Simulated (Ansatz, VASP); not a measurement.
SiGe: VASP beside Ansatz

```
Si Ge
1.0
     3.90060    0.00000    0.00000
    -1.95030    3.37802    0.00000
     0.00000    0.00000    6.92665
Si Ge
2 2
Direct
  0.66667 0.33333 0.87455
  0.33333 0.66667 0.37455
  0.66667 0.33333 0.50045
  0.33333 0.66667 0.00045
```

Change from the starting cell: strain +0.0750 x Voigt [0, 0, 1, 0, 0, 0], atoms carried along.

Alike in both runs: task single point; functional PBEsol; k mesh 12 × 12 × 6; occupations gaussian, width 0.03 eV; no spin polarisation.

|  | VASP | Ansatz |
| --- | --- | --- |
| version | VASP 6.6.1 | Ansatz 0.2.0 |
| potentials or method | VASP PAW PBE potentials, release 64 (Si, Ge_d), cutoff 520 eV | scalar-relativistic, plane waves, PAW |
| valence electrons in the cell | 36 | 36 |

Ansatz gave:

* gap on the k mesh at the Fermi level (eV): 0.18
* least direct gap on the mesh (eV): 0.18
* pressure (GPa): -4.4
* traceless stress, the component that is largest in VASP (GPa): -7.17
* rms of the force components (eV/Å): 0.198

Which values does VASP return?

gap on the k mesh at the Fermi level (eV): 0.18; least direct gap on the mesh (eV): 0.18; pressure (GPa): -4.4; traceless stress, the component that is largest in VASP (GPa): -7.19; rms of the force components (eV/Å): 0.196.

VASP's potentials were made for PBE, not for PBEsol. Atom by atom the forces differ by 0.002 eV/Å (rms over components).
